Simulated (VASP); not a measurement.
Wanted: the native input for a VASP 6.6.1 run.

* Task: density of states
* Functional: PBEsol
* Potentials or basis: VASP PAW PBE potentials, release 64 (Mo_sv)
* Cutoff: 520 eV
* k mesh: 15 × 15 × 15
* Occupations: fermi-dirac, width 0.1 eV
* Spin: no spin polarisation
* Dipole correction: no
* k mesh for the DOS: 23 × 23 × 23
* Occupations for the DOS: tetrahedron
* Further INCAR settings: ALGO = Normal; EDIFF = 1e-06

Crystal: Mo.

```
CELL_PARAMETERS angstrom
1.94075 0.00000 0.00000
0.00000 1.94075 0.00000
0.00000 0.00000 1.94075
ATOMIC_POSITIONS crystal
Mo 0.00000 0.00000 0.00000
```

This cell differs from its parent crystal: volume scaled by 0.43.

The input as run:

POSCAR

```
Mo
1.0
    1.9407530043      0.0000000000      0.0000000000
    0.0000000000      1.9407530043      0.0000000000
    0.0000000000      0.0000000000      1.9407530043
Mo
1
Direct
    0.0000000000      0.0000000000      0.0000000000
```

INCAR.step1

```
SYSTEM = Mo
PREC = Accurate
ENCUT = 520
EDIFF = 1E-6
ISMEAR = -1
SIGMA = 0.1
LREAL = .FALSE.
LASPH = .TRUE.
NELM = 80
ALGO = Normal
ISIF = 2
LWAVE = .FALSE.
LCHARG = .TRUE.
LMAXMIX = 4
GGA = PS
NBANDS = 13
```

KPOINTS.step1

```
Automatic mesh
0
G
  15 15 15
  0 0 0
```

INCAR.step2

```
SYSTEM = Mo
PREC = Accurate
ENCUT = 520
EDIFF = 1E-6
ISMEAR = -5
SIGMA = 0.1
LREAL = .FALSE.
LASPH = .TRUE.
NELM = 80
ALGO = Normal
ISIF = 2
LWAVE = .FALSE.
LCHARG = .FALSE.
LMAXMIX = 4
GGA = PS
LORBIT = 11
NEDOS = 1001
ICHARG = 11
```

KPOINTS.step2

```
Automatic mesh
0
G
  23 23 23
  0 0 0
```

Potentials or basis: VASP PAW PBE potentials, release 64 (Mo_sv).

The run is started by

```sh
$ cat potpaw_PBE.64/Mo_sv/POTCAR > POTCAR
$ cp INCAR.step1 INCAR
$ cp KPOINTS.step1 KPOINTS
$ mpirun -np 1 vasp_std > vasp.out
$ cp INCAR.step2 INCAR
$ cp KPOINTS.step2 KPOINTS
$ mpirun -np 1 vasp_std > vasp.out
```

Wall time 42 s on 1 thread of AMD EPYC 7R13, with other jobs on the host, peak memory 0.11 GiB.
